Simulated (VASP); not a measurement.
# Ca (Fd-3m) in VASP: notebook

Runs on Ca. Level: PBE. Tasks: single point.

All numbers are computed with VASP 6.6.1; they aren't measurements. Logs are shortened: lines on timing, memory, paths and dates and some standing lists are left out, and cuts for length are marked.

## (1) The cell of the first run

Symmetry: Fd-3m, No. 227, cubic system. Conventional cell: a = 7.917 Å, b = 7.917 Å, c = 7.917 Å, α = 90.00°, β = 90.00°, γ = 90.00°. Ca (site symmetry -43m) has 4 Ca at 3.43 Å within 4.5 Å.

This isn't the form of Ca at room conditions, which is fcc.

## (2) Single point, PBE (62.02 Å³/atom)

INCAR reads:

```
SYSTEM = Ca
ALGO     = Normal         ! electronic algorithm
EDIFF    = 1E-6           ! SCF threshold, eV
ENCUT    = 520            ! plane-wave cutoff, eV
GGA      = PE             ! functional
ISIF     = 2              ! what is computed and relaxed
ISMEAR   = -1             ! smearing method
LASPH    = .TRUE.         ! aspherical terms in the spheres
LCHARG   = .FALSE.        ! write CHGCAR
LREAL    = .FALSE.        ! projectors in reciprocal space
LWAVE    = .FALSE.        ! write WAVECAR
NBANDS   = 17             ! bands
NELM     = 60             ! most SCF steps
PREC     = Accurate       ! precision mode
SIGMA    = 0.08           ! smearing width, eV
```

KPOINTS reads:

```
k-points
0
G
  10 10 10
  0 0 0
```

POSCAR reads:

```
Ca
1.0
    0.0000000000      3.9583380665      3.9583380665
    3.9583380665      0.0000000000      3.9583380665
    3.9583380665      3.9583380665      0.0000000000
Ca
2
Direct
   -0.1250000000     -0.1250000000     -0.1250000000
    0.1250000000      0.1250000000      0.1250000000
```

Potentials or basis: VASP PAW PBE potentials, release 64 (Ca_sv).

The run is started by

```console
$ cat potpaw_PBE.64/Ca_sv/POTCAR > POTCAR
$ mpirun -np 1 vasp_std > vasp.out
```

OUTCAR:

```text
SYSTEM = Ca
   EDIFF = 1E-6
   ENCUT = 520
   GGA = PE
   ISIF = 2
   ISMEAR = -1
   LASPH = .TRUE.
   LREAL = .FALSE.
   NELM = 60
   PREC = Accurate

 ion  position               nearest neighbor table
   1  0.875  0.875  0.875-
   2  0.125  0.125  0.125-

  LATTYP: Found a face centered cubic cell.
 ALAT       =     7.9166761330

  Lattice vectors:

 A1 = (   0.0000000000,   3.9583380665,   3.9583380665)
 A2 = (   3.9583380665,   0.0000000000,   3.9583380665)
 A3 = (   3.9583380665,   3.9583380665,   0.0000000000)

Analysis of symmetry for initial positions (statically):
=====================================================================
 Subroutine PRICEL returns:
 Original cell was already a primitive cell.

 Routine SETGRP: Setting up the symmetry group for a
 face centered cubic supercell.

 Subroutine GETGRP returns: Found 48 space group operations
 (whereof 12 operations were pure point group operations)
 out of a pool of 48 trial point group operations.

The static configuration has the point symmetry D_3d.
 The point group associated with its full space group is O_h .

Analysis of symmetry for dynamics (positions and initial velocities):
=====================================================================
 Subroutine PRICEL returns:
 Original cell was already a primitive cell.

 Routine SETGRP: Setting up the symmetry group for a
 face centered cubic supercell.

 Subroutine GETGRP returns: Found 48 space group operations
 (whereof 12 operations were pure point group operations)
 out of a pool of 48 trial point group operations.

The dynamic configuration has the point symmetry D_3d.
 The point group associated with its full space group is O_h .

 Subroutine INISYM returns: Found 48 space group operations
 (whereof 12 operations are pure point group operations),
 and found     1 'primitive' translations

----------------------------------------------------------------------------------------

                                     Primitive cell

  volume of cell :     124.0420

  direct lattice vectors                    reciprocal lattice vectors
     0.000000000  3.958338067  3.958338067    -0.126315638  0.126315638  0.126315638
     3.958338067  0.000000000  3.958338067     0.126315638 -0.126315638  0.126315638
     3.958338067  3.958338067  0.000000000     0.126315638  0.126315638 -0.126315638

  length of vectors
     5.597935378  5.597935378  5.597935378     0.218785104  0.218785104  0.218785104

  position of ions in fractional coordinates (direct lattice)
     0.875000000  0.875000000  0.875000000
     0.125000000  0.125000000  0.125000000

  ion indices of the primitive-cell ions
   primitive index   ion index
                 1           1
                 2           2

----------------------------------------------------------------------------------------

 KPOINTS: k-points

Automatic generation of k-mesh.
 Grid dimensions read from file:
 generate k-points for:   10   10   10

 Generating k-lattice:

  Cartesian coordinates                     Fractional coordinates (reciprocal lattice)
    -0.012631564  0.012631564  0.012631564     0.100000000  0.000000000  0.000000000
     0.012631564 -0.012631564  0.012631564     0.000000000  0.100000000  0.000000000
     0.012631564  0.012631564 -0.012631564     0.000000000  0.000000000  0.100000000

  Length of vectors
     0.021878510  0.021878510  0.021878510

  Shift w.r.t. Gamma in fractional coordinates (k-lattice)
     0.000000000  0.000000000  0.000000000

 Subroutine IBZKPT returns following result:
 ===========================================

 Found     47 irreducible k-points:

 Following reciprocal coordinates:
            Coordinates               Weight
  0.000000  0.000000  0.000000      1.000000
  0.100000  0.000000  0.000000      8.000000
  0.200000  0.000000  0.000000      8.000000
  0.300000  0.000000  0.000000      8.000000
  0.400000  0.000000  0.000000      8.000000
  0.500000  0.000000  0.000000      4.000000
[... 16 lines left out ...]
  0.300000  0.300000  0.000000      6.000000
  0.400000  0.300000  0.000000     24.000000
 [... further k-points ...]
   k-points           NKPTS =     47   k-points in BZ     NKDIM =     47   number of bands    NBANDS=     17
   number of dos      NEDOS =    301   number of ions     NIONS =      2
   total plane-waves  NPLWV =  74088
   dimension x,y,z NGX =    42 NGY =   42 NGZ =   42
   dimension x,y,z NGXF=    84 NGYF=   84 NGZF=   84
   ions per type =               2
   NGX,Y,Z   is equivalent  to a cutoff of  12.47, 12.47, 12.47 a.u.
   NGXF,Y,Z  is equivalent  to a cutoff of  24.95, 24.95, 24.95 a.u.
 SYSTEM =  Ca
   PREC   = accura    normal or accurate (medium, high low for compatibility)
   ISTART =      0    job   : 0-new  1-cont  2-samecut
   ICHARG =      2    charge: 1-file 2-atom 10-const
   ISPIN  =      1    spin polarized calculation?
   LNONCOLLINEAR =      F non collinear calculations
   LSORBIT =      F    spin-orbit coupling
   LASPH  =      T    aspherical Exc in radial PAW
   ENCUT  =  520.0 eV  38.22 Ry    6.18 a.u.  10.41 10.41 10.41*2*pi/ulx,y,z
   NELM   =     60;   NELMIN=  2; NELMDL= -5     # of ELM steps
   EDIFF  = 0.1E-05   stopping-criterion for ELM
   LREAL  =      F    real-space projection
   EDIFFG = 0.1E-04   stopping-criterion for IOM
   NSW    =      0    number of steps for IOM
   IBRION =     -1    ionic relax: 0-MD 1-quasi-New 2-CG
   NFREE  =      0    steps in history (QN), initial steepest desc. (CG)
   ISIF   =      2    stress and relaxation
   ISYM   =      2    0-nonsym 1-usesym 2-fastsym
   POTIM  = 0.5000    time-step for ionic-motion
   TEBEG  =    0.0;   TEEND  =   0.0 temperature during run
   PSTRESS=    0.0 pullay stress
   NELECT =      20.0000    total number of electrons
   NUPDOWN=      -1.0000    fix difference up-down
   EMIN   =  10.00;   EMAX   =-10.00  energy-range for DOS
   EFERMI =   0.00;   METHOD = LEGACY
   ISMEAR =    -1;   SIGMA  =   0.08  broadening in eV -4-tet -1-fermi 0-gaus
   EFERMI_NEDOS =   21; number of points for ismear=-14 and -15
   IALGO  =     38    algorithm
   IMIX   =      4    mixing-type and parameters
     AMIX     =   0.40;   BMIX     =  1.00
     AMIX_MAG =   1.60;   BMIX_MAG =  1.00
  volume/ion in A,a.u.               =      62.02       418.54
  Fermi-wavevector in a.u.,A,eV,Ry     =   0.891036  1.683814 10.802281  0.793945
  Thomas-Fermi vector in A             =   2.012804
   LORBIT       =      0    0 simple, 1 ext, 2 COOP (PROOUT), +10 PAW based schemes
   GGA     = PE    functional components
   LHFCALC =     F    Hartree Fock is set to
   AEXX    =    0.0000 exact exchange contribution
   IVDW    =     0    specifies the selected vdW correction
   LEPSILON=     F    determine dielectric tensor
   LRPA    =     F    only Hartree local field effects (RPA)
 non-spin polarized calculation
  energy-cutoff  :      520.00
  volume of cell :      124.04
 maximum number of plane-waves:      3383
 NGX is ok and might be reduce to    42
   NGX = 21   NGY = 21   NGZ = 21

 number of electron      19.9999998 magnetization

 Free energy of the ion-electron system (eV)
  ---------------------------------------------------
  ext. energy  EPLUGINS =         0.00000000
  ---------------------------------------------------
  free energy    TOTEN  =        -1.66905895 eV

  energy without entropy =       -1.59155604  energy(sigma->0) =       -1.63030750

 E-fermi :   0.5168     XC(G=0):  -6.4967

 val. band max:        0.5030263347   @ k =   0.5000   0.4000   0.0000
 cond. band min:       0.5280119898   @ k =  -0.4000   0.5000   0.1000
 fundamental gap:      0.0249856550
 Fermi energy:         0.5167727658

 k-point     1 :       0.0000    0.0000    0.0000
  band No.  band energies     occupation
      1     -42.3601      2.00000
      2     -42.3129      2.00000
      3     -23.3865      2.00000
      4     -23.3865      2.00000
      5     -23.3865      2.00000
      6     -23.2542      2.00000
[... 9 lines left out ...]
     16       2.1394      0.00000
     17       2.1394      0.00000

 k-point     2 :       0.1000    0.0000    0.0000
  band No.  band energies     occupation
      1     -42.3593      2.00000
      2     -42.3137      2.00000
      3     -23.3879      2.00000
      4     -23.3879      2.00000
      5     -23.3860      2.00000
      6     -23.2549      2.00000
[... 9 lines left out ...]
     16       2.1407      0.00000
     17       2.1407      0.00000

 k-point     3 :       0.2000    0.0000    0.0000
  band No.  band energies     occupation
      1     -42.3568      2.00000
      2     -42.3162      2.00000
      3     -23.3914      2.00000
      4     -23.3914      2.00000
      5     -23.3847      2.00000
      6     -23.2569      2.00000
[... 9 lines left out ...]
     16       2.1718      0.00000
     17       2.1718      0.00000

 k-point     4 :       0.3000    0.0000    0.0000
  band No.  band energies     occupation
      1     -42.3533      2.00000
      2     -42.3196      2.00000
      3     -23.3955      2.00000
      4     -23.3955      2.00000
      5     -23.3831      2.00000
      6     -23.2593      2.00000
[... 9 lines left out ...]
     16       2.2875      0.00000
     17       2.2875      0.00000
[... 343 lines left out ...]
      1     -42.3520      2.00000
      2     -42.3210      2.00000
      3     -23.4047      2.00000
      4     -23.3957      2.00000
      5     -23.3730      2.00000
      6     -23.2691      2.00000
[... 9 lines left out ...]
     16       2.1808      0.00000
     17       2.3888      0.00000

 k-point    23 :       0.3000    0.3000    0.0000
  band No.  band energies     occupation
      1     -42.3504      2.00000
      2     -42.3226      2.00000
      3     -23.4049      2.00000
      4     -23.4049      2.00000
      5     -23.3601      2.00000
      6     -23.2825      2.00000
[... 9 lines left out ...]
     16       2.1454      0.00000
     17       2.1454      0.00000

 k-point    24 :       0.4000    0.3000    0.0000
  band No.  band energies     occupation
      1     -42.3470      2.00000
      2     -42.3260      2.00000
      3     -23.4089      2.00000
      4     -23.4079      2.00000
      5     -23.3520      2.00000
      6     -23.2910      2.00000
[... 9 lines left out ...]
     16       2.1964      0.00000
     17       2.3196      0.00000

 [... further k-points ...]
[... 5 lines left out ...]
  --------------------------------------------------------------------------------------
  -------------------------------------------------------------------------------------
  Total        1.0555280      1.0555280      1.0555280     -0.0000000      0.0000000     -0.0000000
  in kB       13.6336359     13.6336359     13.6336359     -0.0000000      0.0000000     -0.0000000
  external PRESSURE =      13.6336359 kB  Pullay stress =       0.0000000 kB

 VOLUME and BASIS-vectors are now :
 -----------------------------------------------------------------------------
  energy-cutoff  :      520.00
  volume of cell :      124.04
      direct lattice vectors                 reciprocal lattice vectors
     0.000000000  3.958338067  3.958338067    -0.126315638  0.126315638  0.126315638
     3.958338067  0.000000000  3.958338067     0.126315638 -0.126315638  0.126315638
     3.958338067  3.958338067  0.000000000     0.126315638  0.126315638 -0.126315638

 POSITION                                       TOTAL-FORCE (eV/Angst)
 -----------------------------------------------------------------------------------
      6.92709      6.92709      6.92709         0.000000      0.000000      0.000000
      0.98958      0.98958      0.98958        -0.000000     -0.000000     -0.000000
 -----------------------------------------------------------------------------------
    total drift:                                0.000000      0.000000      0.000000

  FREE ENERGIE OF THE ION-ELECTRON SYSTEM (eV)
  ---------------------------------------------------
  free  energy   TOTEN  =        -1.6690589481 eV

  energy  without entropy=       -1.5915560420  energy(sigma->0) =       -1.63030750
```

Run time: 2.4 min. Hardware: 1 thread of Intel Xeon 8259CL, shared host; peak memory 0.29 GiB.

Results:

```
Free energy            : -1.6691 eV
Pressure               : 1.4 GPa
Band gap on the k mesh : zero (bands 10 and 11 overlap by 1.01 eV)
```

## (3) Single point, PBE (69.97 Å³/atom)

This run uses another cell than the first one, of 69.97 Å³/atom.

INCAR reads:

```
SYSTEM = Ca
ALGO = Normal ; EDIFF = 1E-7
ENCUT = 520 ; GGA = PE
ISIF = 2 ; ISMEAR = -1
LASPH = .True. ; LCHARG = .False.
LREAL = .False. ; LWAVE = .False.
NBANDS = 17 ; NELM = 100
PREC = Accurate ; SIGMA = 0.08
```

KPOINTS reads:

```
k-points
0
Gamma
  10 10 10
  0 0 0
```

POSCAR reads:

```
Ca
1.0
    0.0000000000      4.1207434094      4.1207434094
    4.1207434094      0.0000000000      4.1207434094
    4.1207434094      4.1207434094      0.0000000000
Ca
2
Direct
   -0.1250000000     -0.1250000000     -0.1250000000
    0.1250000000      0.1250000000      0.1250000000
```

Potentials or basis: VASP PAW PBE potentials, release 64 (Ca_sv).

The run is started by

```console
$ cat potpaw_PBE.64/Ca_sv/POTCAR > POTCAR
$ mpirun -np 1 vasp_std > vasp.out
```

OUTCAR:

```text
SYSTEM = Ca
   EDIFF = 1E-7
   ENCUT = 520
   GGA = PE
   ISIF = 2
   ISMEAR = -1
   LASPH = .True.
   LREAL = .False.
   NELM = 100
   PREC = Accurate

 ion  position               nearest neighbor table
   1  0.875  0.875  0.875-
   2  0.125  0.125  0.125-

  LATTYP: Found a face centered cubic cell.
 ALAT       =     8.2414868188

  Lattice vectors:

 A1 = (   0.0000000000,   4.1207434094,   4.1207434094)
 A2 = (   4.1207434094,   0.0000000000,   4.1207434094)
 A3 = (   4.1207434094,   4.1207434094,   0.0000000000)

[... 189 lines left out ...]
      5     -23.8105      2.00000
      6     -23.7197      2.00000
[... 457 lines left out ...]
      4     -23.8245      2.00000
      5     -23.7867      2.00000
      6     -23.7448      2.00000
[... 9 lines left out ...]
     16       1.7794      0.00000
     17       1.8860      0.00000

 [... further k-points ...]
[... 5 lines left out ...]
  --------------------------------------------------------------------------------------
  -------------------------------------------------------------------------------------
  Total        0.5544752      0.5544752      0.5544752      0.0000000     -0.0000000      0.0000000
  in kB        6.3479871      6.3479871      6.3479871      0.0000000     -0.0000000      0.0000000
  external PRESSURE =       6.3479871 kB  Pullay stress =       0.0000000 kB

 VOLUME and BASIS-vectors are now :
 -----------------------------------------------------------------------------
  energy-cutoff  :      520.00
  volume of cell :      139.94
      direct lattice vectors                 reciprocal lattice vectors
     0.000000000  4.120743409  4.120743409    -0.121337329  0.121337329  0.121337329
     4.120743409  0.000000000  4.120743409     0.121337329 -0.121337329  0.121337329
     4.120743409  4.120743409  0.000000000     0.121337329  0.121337329 -0.121337329

 POSITION                                       TOTAL-FORCE (eV/Angst)
 -----------------------------------------------------------------------------------
      7.21130      7.21130      7.21130        -0.000000     -0.000000     -0.000000
      1.03019      1.03019      1.03019         0.000000      0.000000      0.000000
 -----------------------------------------------------------------------------------
    total drift:                                0.000000      0.000000      0.000000

  FREE ENERGIE OF THE ION-ELECTRON SYSTEM (eV)
  ---------------------------------------------------
  free  energy   TOTEN  =        -1.7681189288 eV

  energy  without entropy=       -1.6933947302  energy(sigma->0) =       -1.73075683
```

stdout:

```text
POSCAR found type information on POSCAR Ca
 POSCAR found :  1 types and       2 ions
 scaLAPACK will be used
 LDA part: xc-table for (Slater+PW92), standard interpolation
 POSCAR, INCAR and KPOINTS ok, starting setup
 FFT: planning ... GRIDC
 FFT: planning ... GRID_SOFT
 FFT: planning ... GRID
 WAVECAR not read
 entering main loop
```

It took 4.1 min on 1 thread of Intel Xeon 8259CL, shared host; peak memory 0.35 GiB.

What came out:

```yaml
Free_energy: -1.7681 eV
Pressure: 0.6 GPa
Band_gap_on_the_k_mesh: zero (bands 10 and 11 overlap by 0.89 eV)
```

The gap in the log of VASP goes by the Fermi energy; the results here count the filled bands.